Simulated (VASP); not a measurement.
## Sb: single point with PBE

Crystal: Sb.

```
Sb
1.0
    -1.87134    1.87134    1.87134
     1.87134   -1.87134    1.87134
     1.87134    1.87134   -1.87134
Sb
1
Direct
  0.00000 0.00000 0.00000
```

```yaml
Program: VASP 6.6.1
Task: single point
Functional: PBE
Potentials_or_basis: VASP PAW PBE potentials, release 64 (Sb)
Cutoff: 520 eV
k_mesh: 8 × 8 × 8
Occupations: fermi-dirac, width 0.1 eV
Spin: no spin polarisation
```

```json
{"Pressure": "2.2 GPa"}
```

Levels at points of the mesh, in eV from the Fermi level:
| k point | band 1 | band 2 | band 3 | band 4 | band 5 | band 6 |
| --- | --- | --- | --- | --- | --- | --- |
| (0.00, 0.00, 0.00) | -13.03 | 5.72 | 5.72 | 5.72 | 10.67 | 10.67 |
| (0.50, 0.00, 0.00) | -8.83 | -5.73 | 1.77 | 3.85 | 6.53 | 6.98 |
| (0.50, 0.50, 0.50) | -5.44 | -2.03 | -2.03 | -2.03 | 2.94 | 2.94 |

Run time: 3.1 s on 1 thread of Intel Xeon 6975P-C, on a shared host, peak memory 0.14 GiB.

Caveat: spin-orbit coupling is left out, which moves the levels of the heavy elements.
